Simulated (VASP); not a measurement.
# Cu (Immm) in VASP: notebook

Cu is run at these levels: r2SCAN; tasks: single point.

All numbers are computed with VASP 6.6.1; they aren't measurements. Logs are shortened: lines on timing, memory, paths and dates and some standing lists are left out, and cuts for length are marked.

**1. The cell of the first run**

It takes space group Immm (No. 71, orthorhombic). Conventional cell: a = 2.504 Å, b = 2.555 Å, c = 3.577 Å, α = 90.00°, β = 90.00°, γ = 90.00°. Within 3.3 Å of Cu (site symmetry mmm) lie 12 Cu at 2.50 to 2.55 Å.

**2. Single point, r2SCAN (strain -0.0200 x Voigt [0, 0, 0, 0, 0, 1])**

The input, POSCAR:

```
Cu
1.0
   -0.0178843991      1.7884399149      1.7884399149
    1.7884399149     -0.0178843991      1.7884399149
    1.7705555158      1.7705555158      0.0000000000
Cu
1
Direct
    0.0000000000      0.0000000000      0.0000000000
```

The input, INCAR.step1:

```
SYSTEM = Cu
PREC     = Accurate       ! precision mode
ENCUT    = 520            ! plane-wave cutoff, eV
ISMEAR   = 0              ! smearing method
SIGMA    = 0.15           ! smearing width, eV
LREAL    = .False.        ! projectors in reciprocal space
LASPH    = .True.         ! aspherical terms in the spheres
NELM     = 100            ! most SCF steps
NBANDS   = 12             ! bands
GGA      = PE             ! functional
ALGO     = Normal         ! electronic algorithm
EDIFF    = 1E-4           ! SCF threshold, eV
LWAVE    = .True.         ! write WAVECAR
LCHARG   = .False.        ! write CHGCAR
```

The input, INCAR.step2:

```
SYSTEM = Cu
PREC     = Accurate       ! precision mode
ENCUT    = 520            ! plane-wave cutoff, eV
EDIFF    = 1E-7           ! SCF threshold, eV
ISMEAR   = 0              ! smearing method
SIGMA    = 0.15           ! smearing width, eV
LREAL    = .False.        ! projectors in reciprocal space
LASPH    = .True.         ! aspherical terms in the spheres
NELM     = 100            ! most SCF steps
ALGO     = Normal         ! electronic algorithm
ISIF     = 2              ! what is computed and relaxed
LWAVE    = .False.        ! write WAVECAR
LCHARG   = .True.         ! write CHGCAR
METAGGA  = R2SCAN         ! meta-GGA
LMIXTAU  = .True.       
LELF     = .True.         ! ELF
LVHAR    = .True.       
NBANDS   = 12             ! bands
ISTART   = 1
```

The input, KPOINTS:

```
regular mesh
0
Gamma
  28 28 28
  0 0 0
```

Potentials or basis: VASP PAW PBE potentials, release 64 (Cu).

Run with:

```console
$ cat potpaw_PBE.64/Cu/POTCAR > POTCAR
$ cp INCAR.step1 INCAR
$ mpirun -np 1 vasp_std > vasp.out
$ cp INCAR.step2 INCAR
$ mpirun -np 1 vasp_std > vasp.out
```

OUTCAR:

```text
SYSTEM = Cu
   PREC = Accurate
   ENCUT = 520
   EDIFF = 1E-7
   ISMEAR = 0
   LREAL = .False.
   LASPH = .True.
   NELM = 100
   ISIF = 2
   METAGGA = R2SCAN
   ISTART = 1

 ion  position               nearest neighbor table
   1  0.000  0.000  0.000-

  LATTYP: Found a body centered orthorhombic cell.
 ALAT       =     2.5039436234
 B/A-ratio  =     1.0202020201
 C/A-ratio  =     1.4284985478

  Lattice vectors:

 A1 = (   0.0178843991,  -1.7884399149,  -1.7884399149)
 A2 = (  -0.0178843991,   1.7884399149,  -1.7884399149)
 A3 = (   1.7884399149,  -0.0178843991,   1.7884399149)

Analysis of symmetry for initial positions (statically):
=====================================================================
 Subroutine PRICEL returns:
 Original cell was already a primitive cell.

 Routine SETGRP: Setting up the symmetry group for a
 body centered orthorhombic supercell.

 Subroutine GETGRP returns: Found  8 space group operations
 (whereof  8 operations were pure point group operations)
 out of a pool of  8 trial point group operations.

The static configuration has the point symmetry D_2h.

Analysis of symmetry for dynamics (positions and initial velocities):
=====================================================================
 Subroutine PRICEL returns:
 Original cell was already a primitive cell.

 Routine SETGRP: Setting up the symmetry group for a
 body centered orthorhombic supercell.

 Subroutine GETGRP returns: Found  8 space group operations
 (whereof  8 operations were pure point group operations)
 out of a pool of  8 trial point group operations.

The dynamic configuration has the point symmetry D_2h.

 Subroutine INISYM returns: Found  8 space group operations
 (whereof  8 operations are pure point group operations),
 and found     1 'primitive' translations

----------------------------------------------------------------------------------------

                                     Primitive cell

  volume of cell :      11.4396

  direct lattice vectors                    reciprocal lattice vectors
    -0.017884399  1.788439915  1.788439915    -0.276805220  0.276805220  0.279573273
     1.788439915 -0.017884399  1.788439915     0.276805220 -0.276805220  0.279573273
     1.770555516  1.770555516  0.000000000     0.282397245  0.282397245 -0.279573273

  length of vectors
     2.529299213  2.529299213  2.503943623     0.481044151  0.481044151  0.487501408

  position of ions in fractional coordinates (direct lattice)
     0.000000000  0.000000000  0.000000000

  ion indices of the primitive-cell ions
   primitive index   ion index
                 1           1

----------------------------------------------------------------------------------------

 KPOINTS: regular mesh

Automatic generation of k-mesh.
 Grid dimensions read from file:
 generate k-points for:   28   28   28

 Generating k-lattice:

  Cartesian coordinates                     Fractional coordinates (reciprocal lattice)
    -0.009885901  0.009885901  0.009984760     0.035714286  0.000000000  0.000000000
     0.009885901 -0.009885901  0.009984760     0.000000000  0.035714286  0.000000000
     0.010085616  0.010085616 -0.009984760     0.000000000  0.000000000  0.035714286

  Length of vectors
     0.017180148  0.017180148  0.017410765

  Shift w.r.t. Gamma in fractional coordinates (k-lattice)
     0.000000000  0.000000000  0.000000000

 Subroutine IBZKPT returns following result:
 ===========================================

 Found   3060 irreducible k-points:

 Following reciprocal coordinates:
            Coordinates               Weight
  0.000000  0.000000  0.000000      1.000000
  0.035714  0.000000  0.000000      4.000000
  0.071429  0.000000  0.000000      4.000000
  0.107143  0.000000  0.000000      4.000000
  0.142857  0.000000  0.000000      4.000000
  0.178571  0.000000  0.000000      4.000000
[... 16 lines left out ...]
  0.285714  0.035714  0.000000      4.000000
  0.321429  0.035714  0.000000      4.000000
 [... further k-points ...]
   k-points           NKPTS =   3060   k-points in BZ     NKDIM =   3060   number of bands    NBANDS=     12
   number of dos      NEDOS =    301   number of ions     NIONS =      1
   total plane-waves  NPLWV =   8000
   dimension x,y,z NGX =    20 NGY =   20 NGZ =   20
   dimension x,y,z NGXF=    40 NGYF=   40 NGZF=   40
   ions per type =               1
   NGX,Y,Z   is equivalent  to a cutoff of  13.15, 13.15, 13.28 a.u.
   NGXF,Y,Z  is equivalent  to a cutoff of  26.29, 26.29, 26.56 a.u.
 SYSTEM =  Cu
   PREC   = accura    normal or accurate (medium, high low for compatibility)
   ISTART =      1    job   : 0-new  1-cont  2-samecut
   ICHARG =      0    charge: 1-file 2-atom 10-const
   ISPIN  =      1    spin polarized calculation?
   LNONCOLLINEAR =      F non collinear calculations
   LSORBIT =      F    spin-orbit coupling
   LASPH  =      T    aspherical Exc in radial PAW
   ENCUT  =  520.0 eV  38.22 Ry    6.18 a.u.   4.70  4.70  4.66*2*pi/ulx,y,z
   NELM   =    100;   NELMIN=  2; NELMDL=  0     # of ELM steps
   EDIFF  = 0.1E-06   stopping-criterion for ELM
   LREAL  =      F    real-space projection
   EDIFFG = 0.1E-05   stopping-criterion for IOM
   NSW    =      0    number of steps for IOM
   IBRION =     -1    ionic relax: 0-MD 1-quasi-New 2-CG
   NFREE  =      0    steps in history (QN), initial steepest desc. (CG)
   ISIF   =      2    stress and relaxation
   ISYM   =      2    0-nonsym 1-usesym 2-fastsym
   POTIM  = 0.5000    time-step for ionic-motion
   TEBEG  =    0.0;   TEEND  =   0.0 temperature during run
   PSTRESS=    0.0 pullay stress
   NELECT =      11.0000    total number of electrons
   NUPDOWN=      -1.0000    fix difference up-down
   EMIN   =  10.00;   EMAX   =-10.00  energy-range for DOS
   EFERMI =   0.00;   METHOD = LEGACY
   ISMEAR =     0;   SIGMA  =   0.15  broadening in eV -4-tet -1-fermi 0-gaus
   EFERMI_NEDOS =   21; number of points for ismear=-14 and -15
   IALGO  =     38    algorithm
   IMIX   =      4    mixing-type and parameters
     AMIX     =   0.40;   BMIX     =  1.00
     AMIX_MAG =   1.60;   BMIX_MAG =  1.00
  volume/ion in A,a.u.               =      11.44        77.20
  Fermi-wavevector in a.u.,A,eV,Ry     =   1.615855  3.053524 35.524661  2.610989
  Thomas-Fermi vector in A             =   2.710536
   LORBIT       =      0    0 simple, 1 ext, 2 COOP (PROOUT), +10 PAW based schemes
   METAGGA = R2SCAN    functional components
   LHFCALC =     F    Hartree Fock is set to
   AEXX    =    0.0000 exact exchange contribution
   IVDW    =     0    specifies the selected vdW correction
   LEPSILON=     F    determine dielectric tensor
   LRPA    =     F    only Hartree local field effects (RPA)
 non-spin polarized calculation
 Gauss-broadening in eV      SIGMA  =   0.15
  energy-cutoff  :      520.00
  volume of cell :       11.44
 maximum number of plane-waves:       323
   NGX =  9   NGY =  9   NGZ =  9

 number of electron      11.0000010 magnetization

 Free energy of the ion-electron system (eV)
  ---------------------------------------------------
  ext. energy  EPLUGINS =         0.00000000
  ---------------------------------------------------
  free energy    TOTEN  =       -10.82712485 eV

  energy without entropy =      -10.82438921  energy(sigma->0) =      -10.82575703

 E-fermi :   7.8156     XC(G=0): -13.9603

 val. band max:        7.8155726335   @ k =  -0.4286   0.5000   0.4643
 cond. band min:       7.8181300594   @ k =  -0.4643   0.5000   0.4286
 fundamental gap:      0.0025574258
 Fermi energy:         7.8155982513

 k-point     1 :       0.0000    0.0000    0.0000
  band No.  band energies     occupation
      1      -2.1265      2.00000
      2       4.5022      2.00000
      3       4.5511      2.00000
      4       4.6126      2.00000
      5       5.4161      2.00000
      6       5.4173      2.00000
      7      31.3962      0.00000
      8      34.2182      0.00000
      9      34.7851      0.00000
     10      35.2551      0.00000
     11      36.7122      0.00000
     12      37.1186      0.00000

 k-point     2 :       0.0357    0.0000    0.0000
  band No.  band energies     occupation
      1      -2.0777      2.00000
      2       4.4973      2.00000
      3       4.5539      2.00000
      4       4.6218      2.00000
      5       5.4128      2.00000
      6       5.4140      2.00000
      7      31.1240      0.00000
      8      33.5068      0.00000
      9      34.4974      0.00000
     10      35.0572      0.00000
     11      37.1636      0.00000
     12      37.8035      0.00000

 k-point     3 :       0.0714    0.0000    0.0000
  band No.  band energies     occupation
      1      -1.9320      2.00000
      2       4.4736      2.00000
      3       4.5709      2.00000
      4       4.6480      2.00000
      5       5.4043      2.00000
      6       5.4054      2.00000
      7      30.0532      0.00000
      8      32.7026      0.00000
      9      34.0850      0.00000
     10      34.6258      0.00000
     11      37.7666      0.00000
     12      38.4768      0.00000
[... 286 lines left out ...]
 k-point    23 :       0.2857    0.0357    0.0000
  band No.  band energies     occupation
      1       0.5205      2.00000
      2       4.2494      2.00000
      3       4.6453      2.00000
      4       4.7595      2.00000
      5       5.5254      2.00000
      6       5.6540      2.00000
      7      19.6184      0.00000
      8      31.0225      0.00000
      9      31.2503      0.00000
     10      33.3635      0.00000
     11      36.0900      0.00000
     12      38.7280      0.00000

 k-point    24 :       0.3214    0.0357    0.0000
  band No.  band energies     occupation
      1       1.0871      2.00000
      2       4.3410      2.00000
      3       4.6030      2.00000
      4       4.7254      2.00000
      5       5.6422      2.00000
      6       5.7509      2.00000
      7      17.9033      0.00000
      8      30.7384      0.00000
      9      31.0652      0.00000
     10      32.9528      0.00000
     11      35.6084      0.00000
     12      37.9281      0.00000

 [... further k-points ...]
[... 5 lines left out ...]
  --------------------------------------------------------------------------------------
  -------------------------------------------------------------------------------------
  Total        0.0494131      0.0494131      0.0404153      0.1377760      0.0000000      0.0000000
  in kB        6.9205930      6.9205930      5.6603938     19.2963207      0.0000000      0.0000000
  external PRESSURE =       6.5005266 kB  Pullay stress =       0.0000000 kB

 VOLUME and BASIS-vectors are now :
 -----------------------------------------------------------------------------
  energy-cutoff  :      520.00
  volume of cell :       11.44
      direct lattice vectors                 reciprocal lattice vectors
    -0.017884399  1.788439915  1.788439915    -0.276805220  0.276805220  0.279573273
     1.788439915 -0.017884399  1.788439915     0.276805220 -0.276805220  0.279573273
     1.770555516  1.770555516  0.000000000     0.282397245  0.282397245 -0.279573273

 POSITION                                       TOTAL-FORCE (eV/Angst)
 -----------------------------------------------------------------------------------
      0.00000      0.00000      0.00000         0.000000      0.000000      0.000000
 -----------------------------------------------------------------------------------
    total drift:                               -0.000000     -0.000000     -0.000000

  FREE ENERGIE OF THE ION-ELECTRON SYSTEM (eV)
  ---------------------------------------------------
  free  energy   TOTEN  =       -10.8271248508 eV

  energy  without entropy=      -10.8243892109  energy(sigma->0) =      -10.82575703
```

It took 54 min on 1 thread of Oxide Virtual Turin-like, shared host; peak memory 0.46 GiB.

Results:

* Free energy: -10.8271 eV
* Pressure: 0.7 GPa
* Band gap on the k mesh: zero (an odd number of electrons rules out a gap without spin polarisation)

Levels at points of the mesh, in eV from the Fermi level:
```csv
k point,band 3,band 4,band 5,band 6,band 7,band 8,band 9,band 10
"(0.00, 0.00, 0.00)",-3.26,-3.20,-2.40,-2.40,23.58,26.40,26.97,27.44
"(0.50, 0.00, 0.00)",-3.25,-1.82,-1.77,-1.26,3.98,22.24,23.75,24.03
"(0.50, 0.50, 0.00)",-1.82,-1.63,-1.62,1.54,7.64,13.50,14.52,18.38
"(0.00, 0.00, 0.50)",-3.27,-1.80,-1.75,-1.06,4.27,21.94,23.26,23.60
"(0.50, 0.00, 0.50)",-1.82,-1.62,-1.62,1.55,7.65,14.01,14.01,18.44
```

Caveat: the cell differs from its parent crystal (strain -0.0200 x Voigt [0, 0, 0, 0, 0, 1]); the PAW data sets were made with another functional, which shifts forces and pressure a little.

[end of part 1 of 2]
